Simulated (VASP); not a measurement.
# Rb (Im-3m) in VASP: a series of runs, part 3 of 3

VASP 6.6.1.

**5. Single point, r2SCAN (92.24 Å³/atom)**

This run uses another cell than the first one, of 92.24 Å³/atom.

POSCAR reads:

```
Rb
1.0
   -2.8463519017      2.8463519017      2.8463519017
    2.8463519017     -2.8463519017      2.8463519017
    2.8463519017      2.8463519017     -2.8463519017
Rb
1
Direct
    0.0000000000      0.0000000000      0.0000000000
```

INCAR.step1 reads:

```
SYSTEM = Rb
PREC = Accurate
ENCUT = 520
ISMEAR = 0
SIGMA = 0.05
LREAL = .False.
LASPH = .True.
NELM = 80
NBANDS = 10
GGA = PE
ALGO = Normal
EDIFF = 1E-4
LWAVE = .True.
LCHARG = .False.
```

INCAR.step2 reads:

```
SYSTEM = Rb
PREC = Accurate
ENCUT = 520
EDIFF = 1E-6
ISMEAR = 0
SIGMA = 0.05
LREAL = .False.
LASPH = .True.
NELM = 80
ALGO = Normal
ISIF = 2
LWAVE = .False.
LCHARG = .False.
METAGGA = R2SCAN
LMIXTAU = .True.
NBANDS = 10
ISTART = 1
```

KPOINTS reads:

```
regular mesh
0
Gamma
  10 10 10
  0 0 0
```

Potentials or basis: VASP PAW PBE potentials, release 64 (Rb_sv).

On the command line:

```console
$ cat potpaw_PBE.64/Rb_sv/POTCAR > POTCAR
$ cp INCAR.step1 INCAR
$ mpirun -np 1 vasp_std > vasp.out
$ cp INCAR.step2 INCAR
$ mpirun -np 1 vasp_std > vasp.out
```

OUTCAR:

```text
SYSTEM = Rb
   PREC = Accurate
   ENCUT = 520
   EDIFF = 1E-6
   ISMEAR = 0
   LREAL = .False.
   LASPH = .True.
   NELM = 80
   ISIF = 2
   METAGGA = R2SCAN
   ISTART = 1

 ion  position               nearest neighbor table
   1  0.000  0.000  0.000-

  LATTYP: Found a body centered cubic cell.
 ALAT       =     5.6927038034

  Lattice vectors:

 A1 = (  -2.8463519017,   2.8463519017,   2.8463519017)
 A2 = (   2.8463519017,  -2.8463519017,   2.8463519017)
 A3 = (   2.8463519017,   2.8463519017,  -2.8463519017)

Analysis of symmetry for initial positions (statically):
=====================================================================
 Subroutine PRICEL returns:
 Original cell was already a primitive cell.

 Routine SETGRP: Setting up the symmetry group for a
 body centered cubic supercell.

 Subroutine GETGRP returns: Found 48 space group operations
 (whereof 48 operations were pure point group operations)
 out of a pool of 48 trial point group operations.

The static configuration has the point symmetry O_h .

Analysis of symmetry for dynamics (positions and initial velocities):
=====================================================================
 Subroutine PRICEL returns:
 Original cell was already a primitive cell.

 Routine SETGRP: Setting up the symmetry group for a
 body centered cubic supercell.

 Subroutine GETGRP returns: Found 48 space group operations
 (whereof 48 operations were pure point group operations)
 out of a pool of 48 trial point group operations.

The dynamic configuration has the point symmetry O_h .

 Subroutine INISYM returns: Found 48 space group operations
 (whereof 48 operations are pure point group operations),
 and found     1 'primitive' translations

----------------------------------------------------------------------------------------

                                     Primitive cell

[... 112 lines left out ...]
   LORBIT       =      0    0 simple, 1 ext, 2 COOP (PROOUT), +10 PAW based schemes
   METAGGA = R2SCAN    functional components
   LHFCALC =     F    Hartree Fock is set to
   AEXX    =    0.0000 exact exchange contribution
   IVDW    =     0    specifies the selected vdW correction
   LEPSILON=     F    determine dielectric tensor
   LRPA    =     F    only Hartree local field effects (RPA)
 non-spin polarized calculation
 Gauss-broadening in eV      SIGMA  =   0.05
  energy-cutoff  :      520.00
  volume of cell :       92.24
 maximum number of plane-waves:      2502
 NGX is ok and might be reduce to    40
   NGX = 19   NGY = 19   NGZ = 19

 number of electron       9.0000000 magnetization

 Free energy of the ion-electron system (eV)
  ---------------------------------------------------
  ext. energy  EPLUGINS =         0.00000000
  ---------------------------------------------------
  free energy    TOTEN  =       -13.91561074 eV

  energy without entropy =      -13.91355944  energy(sigma->0) =      -13.91458509

 E-fermi :   0.0419     XC(G=0):  -5.6896

 val. band max:        0.0398039565   @ k =   0.3000   0.2000   0.0000
 cond. band min:       0.1208186645   @ k =  -0.4000   0.4000   0.2000
 fundamental gap:      0.0810147079
 Fermi energy:         0.0419167158

 k-point     1 :       0.0000    0.0000    0.0000
  band No.  band energies     occupation
      1     -30.0456      2.00000
      2     -13.5361      2.00000
      3     -13.5361      2.00000
      4     -13.5361      2.00000
      5      -2.0340      2.00000
      6       4.1405      0.00000
      7       4.1406      0.00000
      8       4.1406      0.00000
      9       5.1094      0.00000
     10       5.1094      0.00000
[... 287 lines left out ...]
 k-point    24 :      -0.3000    0.3000    0.1000
  band No.  band energies     occupation
      1     -30.0425      2.00000
      2     -13.5966      2.00000
      3     -13.5593      2.00000
      4     -13.5431      2.00000
      5      -0.8745      2.00000
      6       2.3191      0.00000
      7       3.2524      0.00000
      8       4.1488      0.00000
      9       5.1127      0.00000
     10       5.5950      0.00000

 [... further k-points ...]

------------------------ aborting loop because EDIFF is reached ----------------------------------------

  FORCE on cell =-STRESS in cart. coord.  units (eV):
  Direction    XX          YY          ZZ          XY          YZ          ZX
  --------------------------------------------------------------------------------------
  -------------------------------------------------------------------------------------
  Total        0.0493634      0.0493634      0.0493634      0.0000000      0.0000000      0.0000000
  in kB        0.8574124      0.8574124      0.8574124      0.0000000      0.0000000      0.0000000
  external PRESSURE =       0.8574124 kB  Pullay stress =       0.0000000 kB

 VOLUME and BASIS-vectors are now :
 -----------------------------------------------------------------------------
  energy-cutoff  :      520.00
  volume of cell :       92.24
      direct lattice vectors                 reciprocal lattice vectors
    -2.846351902  2.846351902  2.846351902     0.000000000  0.175663452  0.175663452
     2.846351902 -2.846351902  2.846351902     0.175663452  0.000000000  0.175663452
     2.846351902  2.846351902 -2.846351902     0.175663452  0.175663452  0.000000000

 POSITION                                       TOTAL-FORCE (eV/Angst)
 -----------------------------------------------------------------------------------
      0.00000      0.00000      0.00000        -0.000000     -0.000000     -0.000000
 -----------------------------------------------------------------------------------
    total drift:                                0.000000      0.000000     -0.000000

  FREE ENERGIE OF THE ION-ELECTRON SYSTEM (eV)
  ---------------------------------------------------
  free  energy   TOTEN  =       -13.9156107400 eV

  energy  without entropy=      -13.9135594446  energy(sigma->0) =      -13.91458509
```

OUTCAR.step1:

```text
SYSTEM = Rb
   PREC = Accurate
   ENCUT = 520
   ISMEAR = 0
   LREAL = .False.
   LASPH = .True.
   NELM = 80
[... 529 lines left out ...]
 -----------------------------------------------------------------------------------
      0.00000      0.00000      0.00000         0.000000      0.000000      0.000000
 -----------------------------------------------------------------------------------
    total drift:                               -0.000000     -0.000000     -0.000000

  FREE ENERGIE OF THE ION-ELECTRON SYSTEM (eV)
  ---------------------------------------------------
  free  energy   TOTEN  =        -0.9332586926 eV

  energy  without entropy=       -0.9311756909  energy(sigma->0) =       -0.93221719
```

OSZICAR.step1:

```text
N       E                     dE             d eps       ncg     rms          rms(c)
DAV:   1     0.424101054798E+02    0.42410E+02   -0.33865E+03   940   0.667E+02
DAV:   2     0.200010920391E+01   -0.40410E+02   -0.39537E+02  1034   0.126E+02
DAV:   3    -0.803295455238E+00   -0.28034E+01   -0.27970E+01  1240   0.327E+01
DAV:   4    -0.929585007991E+00   -0.12629E+00   -0.12560E+00  1356   0.607E+00
DAV:   5    -0.931517863049E+00   -0.19329E-02   -0.19323E-02  1230   0.688E-01    0.121E+00
DAV:   6    -0.932164153602E+00   -0.64629E-03   -0.21324E-03  1330   0.262E-01    0.730E-01
DAV:   7    -0.933125352572E+00   -0.96120E-03   -0.30468E-03  1060   0.317E-01    0.462E-02
DAV:   8    -0.933243991287E+00   -0.11864E-03   -0.11241E-04  1074   0.798E-02    0.224E-02
DAV:   9    -0.933258692595E+00   -0.14701E-04   -0.14762E-05   540   0.314E-02
   1 F= -.93325869E+00 E0= -.93221719E+00  d E =-.208300E-02
```

It took 2.6 min on 1 thread of Intel Xeon 8259CL, shared host; peak memory 0.27 GiB.

What came out:

* Free energy: -13.9156 eV
* Pressure: 0.1 GPa
* Band gap on the k mesh: zero (an odd number of electrons rules out a gap without spin polarisation)

Caveat: the PAW data sets were made with another functional, which shifts forces and pressure a little.

**6. Single point, r2SCAN (94.98 Å³/atom)**

This run uses another cell than the first one, of 94.98 Å³/atom.

POSCAR reads:

```
Rb
1.0
   -2.8742580007      2.8742580007      2.8742580007
    2.8742580007     -2.8742580007      2.8742580007
    2.8742580007      2.8742580007     -2.8742580007
Rb
1
Direct
    0.0000000000      0.0000000000      0.0000000000
```

INCAR.step1 reads:

```
PREC = Accurate
ENCUT = 520
ISMEAR = 0
SIGMA = 0.05
LREAL = False
LASPH = True
NELM = 80
NBANDS = 10
GGA = PE
ALGO = Normal
EDIFF = 1E-4
LWAVE = True
LCHARG = False
```

INCAR.step2 reads:

```
PREC = Accurate
ENCUT = 520
EDIFF = 1E-7
ISMEAR = 0
SIGMA = 0.05
LREAL = False
LASPH = True
NELM = 80
ALGO = Normal
ISIF = 2
LWAVE = False
LCHARG = False
METAGGA = R2SCAN
LMIXTAU = True
NBANDS = 10
ISTART = 1
```

KPOINTS reads:

```
Automatic mesh
0
Gamma
  10 10 10
```

Potentials or basis: VASP PAW PBE potentials, release 64 (Rb_sv).

On the command line:

```console
$ cat potpaw_PBE.64/Rb_sv/POTCAR > POTCAR
$ cp INCAR.step1 INCAR
$ mpirun -np 1 vasp_std > vasp.out
$ cp INCAR.step2 INCAR
$ mpirun -np 1 vasp_std > vasp.out
```

Run time: 3.1 min. Hardware: 1 thread of Intel Xeon 8259CL, shared host; peak memory 0.27 GiB.

It converged, with:

| Item | Value |
| --- | --- |
| Free energy | -13.9163 eV |
| Pressure | 0.0 GPa |
| Band gap on the k mesh | zero (an odd number of electrons rules out a gap without spin polarisation) |

Levels at points of the mesh, in eV from the Fermi level:
```
           k point  band 1  band 2  band 3  band 4  band 5  band 6  band 7  band 8  band 9  band 10
(0.00, 0.00, 0.00)  -30.10  -13.60  -13.60  -13.60   -2.04    4.07    4.07    4.07    5.02     5.02
(0.50, 0.00, 0.00)  -30.10  -13.68  -13.62  -13.60    0.36    0.69    2.86    4.70    5.40     5.68
(0.50, 0.50, 0.50)  -30.10  -13.66  -13.66  -13.66    1.35    1.35    3.40    3.40    3.40     5.42
```

Caveat: the PAW data sets were made with another functional, which shifts forces and pressure a little.

**7. Single point, r2SCAN**

This run uses another cell than the first one, of 94.98 Å³/atom.

POSCAR is that of step 6.

INCAR.step1 reads:

```
SYSTEM = Rb
PREC     = Accurate       ! precision mode
ENCUT    = 520            ! plane-wave cutoff, eV
ISMEAR   = 0              ! smearing method
SIGMA    = 0.05           ! smearing width, eV
LREAL    = .FALSE.        ! projectors in reciprocal space
LASPH    = .TRUE.         ! aspherical terms in the spheres
NELM     = 100            ! most SCF steps
NBANDS   = 10             ! bands
GGA      = PE             ! functional
ALGO     = Normal         ! electronic algorithm
EDIFF    = 1E-4           ! SCF threshold, eV
LWAVE    = .TRUE.         ! write WAVECAR
LCHARG   = .FALSE.        ! write CHGCAR
```

INCAR.step2 reads:

```
SYSTEM = Rb
PREC     = Accurate       ! precision mode
ENCUT    = 520            ! plane-wave cutoff, eV
EDIFF    = 1E-7           ! SCF threshold, eV
ISMEAR   = 0              ! smearing method
SIGMA    = 0.05           ! smearing width, eV
LREAL    = .FALSE.        ! projectors in reciprocal space
LASPH    = .TRUE.         ! aspherical terms in the spheres
NELM     = 100            ! most SCF steps
ALGO     = Normal         ! electronic algorithm
ISIF     = 2              ! what is computed and relaxed
LWAVE    = .FALSE.        ! write WAVECAR
LCHARG   = .FALSE.        ! write CHGCAR
METAGGA  = R2SCAN         ! meta-GGA
LMIXTAU  = .TRUE.       
NBANDS   = 10             ! bands
ISTART   = 1
```

KPOINTS reads:

```
regular mesh
0
G
  10 10 10
  0 0 0
```

On the command line:

```console
$ cat potpaw_PBE.64/Rb_sv/POTCAR > POTCAR
$ cp INCAR.step1 INCAR
$ mpirun -np 1 vasp_std > vasp.out
$ cp INCAR.step2 INCAR
$ mpirun -np 1 vasp_std > vasp.out
```

Wall time 3.8 min (1 thread of Intel Xeon 8259CL, shared host); peak memory 0.27 GiB.

The run converged. Its results:

- Free energy: -13.9163 eV
- Pressure: 0.0 GPa
- Band gap on the k mesh: zero (an odd number of electrons rules out a gap without spin polarisation)

Levels at points of the mesh, in eV from the Fermi level:
```
           k point  band 2  band 3  band 4  band 5  band 6  band 7  band 8  band 9
(0.00, 0.00, 0.00)  -13.60  -13.60  -13.60   -2.04    4.07    4.07    4.07    5.02
(0.50, 0.00, 0.00)  -13.68  -13.62  -13.60    0.36    0.69    2.86    4.70    5.40
(0.50, 0.50, 0.50)  -13.66  -13.66  -13.66    1.35    1.35    3.40    3.40    3.40
```

Caveat: the PAW data sets were made with another functional, which shifts forces and pressure a little.

**8. Summary**

| level | cell | k mesh | gap on the mesh (eV) | pressure (GPa) |
| --- | --- | --- | --- | --- |
| PBE | a = 4.848 Å, angles 109.5°, 1 atom | 6 × 6 × 6 | none | 0.1 |
| PBE | a = 4.923 Å, angles 109.5°, 1 atom | 6 × 6 × 6 | none | 0.0 |
| r2SCAN | a = 4.923 Å, angles 109.5°, 1 atom | 10 × 10 × 10 | none | 0.1 |
| r2SCAN | a = 4.930 Å, angles 109.5°, 1 atom | 10 × 10 × 10 | none | 0.1 |
| r2SCAN | a = 4.978 Å, angles 109.5°, 1 atom | 10 × 10 × 10 | none | 0.0 |

Alike in all rows: task single point; potentials or basis VASP PAW PBE potentials, release 64 (Rb_sv); no spin polarisation; cutoff (eV) 520; smearing gaussian 0.05 eV.

Caveats: the PAW data sets were made with another functional, which shifts forces and pressure a little (at least some runs).

Total energies depend on the potentials used, so only differences within one code and one set of settings carry meaning.
